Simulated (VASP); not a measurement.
# Pt (P6_3/mmc) in VASP: a series of runs, part 2 of 2

VASP 6.6.1.

**3. Single point, PBEsol**

This run uses another cell than the first one, of 18.20 Å³/atom.

The input, INCAR:

```
  ALGO = Fast
  EDIFF = 1E-6
  ENCUT = 520
  GGA = PS
  ISIF = 2
  ISMEAR = 0
  LASPH = T
  LCHARG = T
  LELF = T
  LREAL = F
  LVHAR = T
  LWAVE = F
  NBANDS = 17
  NELM = 100
  PREC = Accurate
  SIGMA = 0.15
```

The input, KPOINTS:

```
k-points
0
Gamma
  18 18 10
```

The input, POSCAR:

```
Pt
1.0
    2.9160000000      0.0000000000      0.0000000000
   -1.4580000000      2.5253300774      0.0000000000
    0.0000000000      0.0000000000      4.9423000000
Pt
2
Direct
    0.6666666667      0.3333333333      0.7500000000
    0.3333333333      0.6666666667      0.2500000000
```

Potentials or basis: VASP PAW PBE potentials, release 64 (Pt).

Started as:

```bash
cat potpaw_PBE.64/Pt/POTCAR > POTCAR
mpirun -np 1 vasp_std > vasp.out
```

OUTCAR:

```text
EDIFF = 1E-6
   ENCUT = 520
   GGA = PS
   ISIF = 2
   ISMEAR = 0
   LASPH = T
   LREAL = F
   NELM = 100
   PREC = Accurate

 ion  position               nearest neighbor table
   1  0.667  0.333  0.750-   2 2.99   2 2.99   2 2.99   2 2.99   2 2.99   2 2.99
   2  0.333  0.667  0.250-   1 2.99   1 2.99   1 2.99   1 2.99   1 2.99   1 2.99

  LATTYP: Found a hexagonal cell.
 ALAT       =     2.9160000000
 C/A-ratio  =     1.6948902606

  Lattice vectors:

 A1 = (   2.9160000000,   0.0000000000,   0.0000000000)
 A2 = (  -1.4580000000,   2.5253300774,   0.0000000000)
 A3 = (   0.0000000000,   0.0000000000,   4.9423000000)

Analysis of symmetry for initial positions (statically):
=====================================================================
 Subroutine PRICEL returns:
 Original cell was already a primitive cell.

 Routine SETGRP: Setting up the symmetry group for a
 hexagonal supercell.

 Subroutine GETGRP returns: Found 24 space group operations
 (whereof 12 operations were pure point group operations)
 out of a pool of 24 trial point group operations.

The static configuration has the point symmetry D_3d.
 The point group associated with its full space group is D_6h.

Analysis of symmetry for dynamics (positions and initial velocities):
=====================================================================
 Subroutine PRICEL returns:
 Original cell was already a primitive cell.

 Routine SETGRP: Setting up the symmetry group for a
 hexagonal supercell.

 Subroutine GETGRP returns: Found 24 space group operations
 (whereof 12 operations were pure point group operations)
 out of a pool of 24 trial point group operations.

The dynamic configuration has the point symmetry D_3d.
 The point group associated with its full space group is D_6h.

 Subroutine INISYM returns: Found 24 space group operations
 (whereof 12 operations are pure point group operations),
 and found     1 'primitive' translations

----------------------------------------------------------------------------------------

                                     Primitive cell

  volume of cell :      36.3944

  direct lattice vectors                    reciprocal lattice vectors
     2.916000000  0.000000000  0.000000000     0.342935528  0.197993919  0.000000000
    -1.458000000  2.525330077  0.000000000     0.000000000  0.395987839  0.000000000
     0.000000000  0.000000000  4.942300000     0.000000000  0.000000000  0.202334945

  length of vectors
     2.916000000  2.916000000  4.942300000     0.395987839  0.395987839  0.202334945

  position of ions in fractional coordinates (direct lattice)
     0.666666667  0.333333333  0.750000000
     0.333333333  0.666666667  0.250000000

  ion indices of the primitive-cell ions
   primitive index   ion index
                 1           1
                 2           2

----------------------------------------------------------------------------------------

 KPOINTS: k-points

Automatic generation of k-mesh.
 Grid dimensions read from file:
 generate k-points for:   18   18   10

 Generating k-lattice:

  Cartesian coordinates                     Fractional coordinates (reciprocal lattice)
     0.019051974  0.010999662  0.000000000     0.055555556  0.000000000  0.000000000
     0.000000000  0.021999324  0.000000000     0.000000000  0.055555556  0.000000000
     0.000000000  0.000000000  0.020233495     0.000000000  0.000000000  0.100000000

  Length of vectors
     0.021999324  0.021999324  0.020233495

  Shift w.r.t. Gamma in fractional coordinates (k-lattice)
     0.000000000  0.000000000  0.000000000

 Subroutine IBZKPT returns following result:
 ===========================================

 Found    222 irreducible k-points:

 Following reciprocal coordinates:
            Coordinates               Weight
  0.000000  0.000000  0.000000      1.000000
  0.055556  0.000000  0.000000      6.000000
  0.111111  0.000000  0.000000      6.000000
  0.166667  0.000000  0.000000      6.000000
  0.222222  0.000000  0.000000      6.000000
  0.277778  0.000000  0.000000      6.000000
[... 16 lines left out ...]
  0.333333  0.111111  0.000000     12.000000
  0.388889  0.111111  0.000000     12.000000
 [... further k-points ...]
   k-points           NKPTS =    222   k-points in BZ     NKDIM =    222   number of bands    NBANDS=     17
   number of dos      NEDOS =    301   number of ions     NIONS =      2
   total plane-waves  NPLWV =  23040
   dimension x,y,z NGX =    24 NGY =   24 NGZ =   40
   dimension x,y,z NGXF=    48 NGYF=   48 NGZF=   80
   ions per type =               2
   NGX,Y,Z   is equivalent  to a cutoff of  13.68, 13.68, 13.45 a.u.
   NGXF,Y,Z  is equivalent  to a cutoff of  27.37, 27.37, 26.91 a.u.
 SYSTEM =  unknown system
   PREC   = accura    normal or accurate (medium, high low for compatibility)
   ISTART =      0    job   : 0-new  1-cont  2-samecut
   ICHARG =      2    charge: 1-file 2-atom 10-const
   ISPIN  =      1    spin polarized calculation?
   LNONCOLLINEAR =      F non collinear calculations
   LSORBIT =      F    spin-orbit coupling
   LASPH  =      T    aspherical Exc in radial PAW
   ENCUT  =  520.0 eV  38.22 Ry    6.18 a.u.   5.42  5.42  9.19*2*pi/ulx,y,z
   NELM   =    100;   NELMIN=  2; NELMDL= -5     # of ELM steps
   EDIFF  = 0.1E-05   stopping-criterion for ELM
   LREAL  =      F    real-space projection
   EDIFFG = 0.1E-04   stopping-criterion for IOM
   NSW    =      0    number of steps for IOM
   IBRION =     -1    ionic relax: 0-MD 1-quasi-New 2-CG
   NFREE  =      0    steps in history (QN), initial steepest desc. (CG)
   ISIF   =      2    stress and relaxation
   ISYM   =      2    0-nonsym 1-usesym 2-fastsym
   POTIM  = 0.5000    time-step for ionic-motion
   TEBEG  =    0.0;   TEEND  =   0.0 temperature during run
   PSTRESS=    0.0 pullay stress
   NELECT =      20.0000    total number of electrons
   NUPDOWN=      -1.0000    fix difference up-down
   EMIN   =  10.00;   EMAX   =-10.00  energy-range for DOS
   EFERMI =   0.00;   METHOD = LEGACY
   ISMEAR =     0;   SIGMA  =   0.15  broadening in eV -4-tet -1-fermi 0-gaus
   EFERMI_NEDOS =   21; number of points for ismear=-14 and -15
   IALGO  =     68    algorithm
   IMIX   =      4    mixing-type and parameters
     AMIX     =   0.40;   BMIX     =  1.00
     AMIX_MAG =   1.60;   BMIX_MAG =  1.00
  volume/ion in A,a.u.               =      18.20       122.80
  Fermi-wavevector in a.u.,A,eV,Ry     =   1.340931  2.533993 24.464596  1.798097
  Thomas-Fermi vector in A             =   2.469205
   LORBIT       =      0    0 simple, 1 ext, 2 COOP (PROOUT), +10 PAW based schemes
   GGA     = PS    functional components
   LHFCALC =     F    Hartree Fock is set to
   AEXX    =    0.0000 exact exchange contribution
   IVDW    =     0    specifies the selected vdW correction
   LEPSILON=     F    determine dielectric tensor
   LRPA    =     F    only Hartree local field effects (RPA)
 non-spin polarized calculation
 RMM-DIIS sequential band-by-band and
 Gauss-broadening in eV      SIGMA  =   0.15
  energy-cutoff  :      520.00
  volume of cell :       36.39
 maximum number of plane-waves:      1008
 NGX is ok and might be reduce to    24
   NGX = 11   NGY = 11   NGZ = 19

 number of electron      20.0000000 magnetization

 Free energy of the ion-electron system (eV)
  ---------------------------------------------------
  ext. energy  EPLUGINS =         0.00000000
  ---------------------------------------------------
  free energy    TOTEN  =       -13.07036424 eV

  energy without entropy =      -13.01141256  energy(sigma->0) =      -13.04088840

 E-fermi :   7.8184     XC(G=0): -12.5355

 val. band max:        7.8155564316   @ k =   0.3333   0.0556   0.0000
 cond. band min:       7.8203845298   @ k =   0.3889   0.0556   0.2000
 fundamental gap:      0.0048280982
 Fermi energy:         7.8184392428

 k-point     1 :       0.0000    0.0000    0.0000
  band No.  band energies     occupation
      1      -0.5122      2.00000
      2       2.0952      2.00000
      3       4.8236      2.00000
      4       5.1200      2.00000
      5       5.1200      2.00000
      6       5.4330      2.00000
[... 9 lines left out ...]
     16      24.9681      0.00000
     17      26.9278      0.00000
[... 441 lines left out ...]
 k-point    24 :       0.3889    0.1111    0.0000
  band No.  band energies     occupation
      1       2.8913      2.00000
      2       3.0421      2.00000
      3       3.4318      2.00000
      4       5.1077      2.00000
      5       5.2456      2.00000
      6       5.3275      2.00000
[... 9 lines left out ...]
     16      18.8968      0.00000
     17      20.8926      0.00000

 [... further k-points ...]

------------------------ aborting loop because EDIFF is reached ----------------------------------------

  FORCE on cell =-STRESS in cart. coord.  units (eV):
  Direction    XX          YY          ZZ          XY          YZ          ZX
  --------------------------------------------------------------------------------------
  -------------------------------------------------------------------------------------
  Total       -7.5106508     -7.5106508     -6.5785628      0.0000000      0.0000000      0.0000000
  in kB     -330.6384679   -330.6384679   -289.6055162      0.0000000      0.0000000      0.0000000
  external PRESSURE =    -316.9608173 kB  Pullay stress =       0.0000000 kB

 VOLUME and BASIS-vectors are now :
 -----------------------------------------------------------------------------
  energy-cutoff  :      520.00
  volume of cell :       36.39
      direct lattice vectors                 reciprocal lattice vectors
     2.916000000  0.000000000  0.000000000     0.342935528  0.197993919  0.000000000
    -1.458000000  2.525330077  0.000000000     0.000000000  0.395987839  0.000000000
     0.000000000  0.000000000  4.942300000     0.000000000  0.000000000  0.202334945

 POSITION                                       TOTAL-FORCE (eV/Angst)
 -----------------------------------------------------------------------------------
      1.45800      0.84178      3.70673        -0.000000      0.000000      0.000000
     -0.00000      1.68355      1.23558         0.000000     -0.000000      0.000000
 -----------------------------------------------------------------------------------
    total drift:                                0.000000     -0.000000      0.000000

  FREE ENERGIE OF THE ION-ELECTRON SYSTEM (eV)
  ---------------------------------------------------
  free  energy   TOTEN  =       -13.0703642377 eV

  energy  without entropy=      -13.0114125591  energy(sigma->0) =      -13.04088840
```

It took 61 s on 1 thread of Intel Xeon 6975P-C (Granite Rapids), shared host; peak memory 0.24 GiB.

What came out:

```
Free energy            : -13.0704 eV
Pressure               : -31.7 GPa
Band gap on the k mesh : zero (bands 10 and 11 overlap by 0.96 eV)
```

Caveat: the cell stands under tension; the PAW data sets were made with another functional, which shifts forces and pressure a little; spin-orbit coupling is left out, which moves the levels of the heavy elements.

**4. Single point, PBEsol**

This run uses another cell than the first one, of 12.44 Å³/atom.

The input, INCAR:

```
ALGO = Normal
EDIFF = 1E-6
ENCUT = 520
GGA = PS
ISIF = 2
ISMEAR = 0
LASPH = True
LCHARG = False
LREAL = False
LWAVE = False
NBANDS = 17
NELM = 60
PREC = Accurate
SIGMA = 0.15
```

KPOINTS is that of step 3.

The input, POSCAR:

```
Pt
1.0
    2.5344000000      0.0000000000      0.0000000000
   -1.2672000000      2.1948547833      0.0000000000
    0.0000000000      0.0000000000      4.4716000000
Pt
2
Direct
    0.6666666667      0.3333333333      0.7500000000
    0.3333333333      0.6666666667      0.2500000000
```

Started as:

```bash
cat potpaw_PBE.64/Pt/POTCAR > POTCAR
mpirun -np 1 vasp_std > vasp.out
```

Run time: 33 s. Hardware: 1 thread of Intel Xeon 6975P-C (Granite Rapids), shared host; peak memory 0.2 GiB.

It converged, with:

| Quantity | Value |
| --- | --- |
| Free energy | -12.4980 eV |
| Pressure | 94.8 GPa |
| Band gap on the k mesh | zero (bands 10 and 11 overlap by 2.02 eV) |

Stress tensor (GPa, compression positive):
```
103.25   0.00   0.00
  0.00 103.25   0.00
  0.00   0.00  77.91
```

Levels at points of the mesh, in eV from the Fermi level:
```
           k point  band 7  band 8  band 9  band 10  band 11  band 12  band 13  band 14
(0.00, 0.00, 0.00)   -4.52   -2.50   -2.50    -2.05    -0.29    -0.29     6.21    14.45
(0.50, 0.00, 0.00)   -3.85    0.02    0.64     0.93     2.87     4.69     8.72     9.86
(0.00, 0.00, 0.50)   -5.00   -5.00   -1.09    -1.09    -1.09    -1.09    12.94    12.94
(0.50, 0.00, 0.50)   -1.54   -1.54    0.80     0.80     1.69     1.69     8.55     8.55
```

Caveat: the stress differs along the axes, from 78 to 103 GPa; the PAW data sets were made with another functional, which shifts forces and pressure a little; spin-orbit coupling is left out, which moves the levels of the heavy elements.

**5. Overview**

| cell | gap on the mesh (eV) | pressure (GPa) |
| --- | --- | --- |
| a = 2.916, b = 2.916, c = 4.864 Å, angles 90.0, 90.0, 120.0°, 2 atoms | none | -30.3 |
| a = 2.916, b = 2.916, c = 4.942 Å, angles 90.0, 90.0, 120.0°, 2 atoms | none | -31.7 |
| a = 2.534, b = 2.534, c = 4.472 Å, angles 90.0, 90.0, 120.0°, 2 atoms | none | 94.8 |

Alike in all rows: task single point; level PBEsol; potentials or basis VASP PAW PBE potentials, release 64 (Pt); no spin polarisation; k mesh 18 × 18 × 10; cutoff (eV) 520; smearing gaussian 0.15 eV.

Caveats: the PAW data sets were made with another functional, which shifts forces and pressure a little; spin-orbit coupling is left out, which moves the levels of the heavy elements; the cell stands under tension (at least some runs); the stress differs along the axes, from 78 to 103 GPa (at least some runs).

Absolute energies hang on the potentials; compare differences alone.
